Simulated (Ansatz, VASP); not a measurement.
One calculation of SrCl2, two programs

```xyz
3
Lattice="0.0000 3.4855 3.4855 3.4855 0.0000 3.4855 3.4855 3.4855 0.0000" Properties=species:S:1:pos:R:3 pbc="T T T"
Sr    0.0000    0.0000    0.0000
Cl    1.9178    1.7428    1.7428
Cl    5.4033    5.2283    5.2283
```

Change from the starting cell: all Cl atoms moved +0.175 Å, as atom 2 along Cartesian [1 0 0].

Alike in both runs: task single point; functional PBE; k mesh 6 × 6 × 6; occupations gaussian, width 0.05 eV; no spin polarisation.

|  | VASP | Ansatz |
| --- | --- | --- |
| version | VASP 6.6.1 | Ansatz 0.2.0 |
| potentials or method | VASP PAW PBE potentials, release 64 (Sr_sv, Cl), cutoff 520 eV | scalar-relativistic, plane waves, PAW |
| valence electrons in the cell | 24 | 24 |

|  | VASP | Ansatz | Ansatz less VASP |
| --- | --- | --- | --- |
| gap on the k mesh at the Fermi level (eV) | 5.32 | 5.32 | +0.003 |
| least direct gap on the mesh (eV) | 5.49 | 5.49 | 0.000 |
| pressure (GPa) | 1.5 | 1.4 | -0.09 |
| traceless stress, the component that is largest in VASP (GPa) | -0.14 | -0.14 | +0.006 |
| rms of the force components (eV/Å) | 0.199 | 0.194 | -0.0048 |

Atom by atom the forces differ by 0.005 eV/Å (rms over components).
